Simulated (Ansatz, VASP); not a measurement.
# One calculation of Ti, two programs

File POSCAR:

```
Ti
1.0
    0.0000000000      2.0300000000      2.2963360000
    2.0300000000      0.0000000000      2.2963360000
    2.0300000000      2.0300000000      0.0000000000
Ti
1
Direct
    0.0000000000      0.0000000000      0.0000000000
```

INCAR.step1

```
ALGO = Normal
EDIFF = 1E-4
ENCUT = 520
GGA = PE
ISMEAR = 0
LASPH = T
LCHARG = F
LREAL = F
LWAVE = T
NBANDS = 12
NELM = 60
PREC = Accurate
SIGMA = 0.15
```

The input INCAR.step2:

```
ALGO = Normal
EDIFF = 1E-7
ENCUT = 520
ISIF = 2
ISMEAR = 0
ISTART = 1
LASPH = T
LCHARG = F
LMIXTAU = T
LREAL = F
LWAVE = F
METAGGA = R2SCAN
NBANDS = 12
NELM = 60
PREC = Accurate
SIGMA = 0.15
```

The input KPOINTS:

```
k-points
0
Gamma
  20 20 20
```

Input for Ansatz:

```yaml
crystal:
  lattice:
    - [0.0, 2.03, 2.296336]
    - [2.03, 0.0, 2.296336]
    - [2.03, 2.03, 0.0]
  atoms:
    - { symbol: Ti, position: [0.0, 0.0, 0.0] }
basis:
  ecutwfc: 500
kpoints:
  mp_grid: { grid: [20, 20, 20] }
hamiltonian:
  xc: r2scan
scf:
  occupations: { method: gaussian, width: 0.15 }
output:
  forces: true
  stress: true
  eigenvalues: true
```

Change from the starting cell: strain +0.1312 x Voigt [0, 0, 1, 0, 0, 0], atoms carried along.

Alike in both runs: task single point; functional r2SCAN; k mesh 20 × 20 × 20; occupations gaussian, width 0.15 eV; no spin polarisation.

```csv
,VASP,Ansatz
version,VASP 6.6.1,Ansatz 0.2.0
potentials or method,"VASP PAW PBE potentials, release 64 (Ti_sv), cutoff 520 eV","scalar-relativistic, plane waves, PAW"
valence electrons in the cell,12,12
```

```tsv
	VASP	Ansatz	Ansatz less VASP
gap on the k mesh at the Fermi level (eV)	none	none	-
pressure (GPa)	-8.3	-8.6	-0.33
traceless stress, the component that is largest in VASP (GPa)	-2.94	-2.93	+0.008
```

VASP's potentials were made for PBE, not for r2SCAN. A gap of «none» marks a metal or a gap that the smearing closes. With one functional, cell and mesh, what is left measures potentials, basis and numerics.
